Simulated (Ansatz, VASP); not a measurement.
## Cd: VASP beside Ansatz

INCAR

```
  PREC = Accurate
  ENCUT = 600
  EDIFF = 1E-6
  ISMEAR = -1
  SIGMA = 0.05
  LREAL = F
  LASPH = T
  NELM = 100
  ALGO = Normal
  ISIF = 3
  LWAVE = F
  LCHARG = F
  GGA = PE
  IBRION = 2
  NSW = 45
  EDIFFG = -0.005
```

Contents of KPOINTS:

```
Automatic mesh
0
Gamma
  12 12 12
```

POSCAR

```
Cd
1.0
    0.0000000000      3.3444563493      3.3444563493
    3.3444563493      0.0000000000      3.3444563493
    3.3444563493      3.3444563493      0.0000000000
Cd
2
Direct
   -0.1250000000     -0.1250000000     -0.1250000000
    0.1250000000      0.1250000000      0.1250000000
```

Input for Ansatz:

```yaml
crystal:
  lattice:
    - [0.0, 3.3444563493, 3.3444563493]
    - [3.3444563493, 0.0, 3.3444563493]
    - [3.3444563493, 3.3444563493, 0.0]
  atoms:
    - { symbol: Cd, position: [-0.125, -0.125, -0.125] }
    - { symbol: Cd, position: [0.125, 0.125, 0.125] }
kpoints:
  mp_grid: { grid: [12, 12, 12] }
scf:
  occupations: { method: fermi_dirac, width: 0.05 }
hamiltonian:
  xc: pbe
  pseudopotentials:
    kind: all_electron
    lapw: { basis_error: 0.0005 }
    relativity: none
output:
  forces: true
  stress: true
  eigenvalues: true
  populations: true
relax:
  f_tol: 0.005
  max_steps: 25
  cell: {}
```

Alike in both runs: task relaxation of cell and atoms; functional PBE; k mesh 12 × 12 × 12; occupations fermi-dirac, width 0.05 eV; no spin polarisation.

|  | VASP | Ansatz |
| --- | --- | --- |
| version | VASP 6.6.1 | Ansatz 0.2.0 |
| potentials or method | VASP PAW PBE potentials, release 64 (Cd), cutoff 600 eV | all-electron LAPW, non-relativistic |

VASP gave:

| Item | Value |
| --- | --- |
| relaxed volume (Å³/atom) | 37.62 |
| relaxed length of the cell vector where the two differ most in proportion (Å) | 4.739 |

Problem. Estimate Ansatz's values.

Solution. Relaxed volume (Å³/atom): 39.55; relaxed length of the cell vector where the two differ most in proportion (Å): 4.818.

One of these differences is far larger than is usual between the two programs; its cause wasn't traced. Ansatz ran all-electron here, and VASP with PAW potentials.
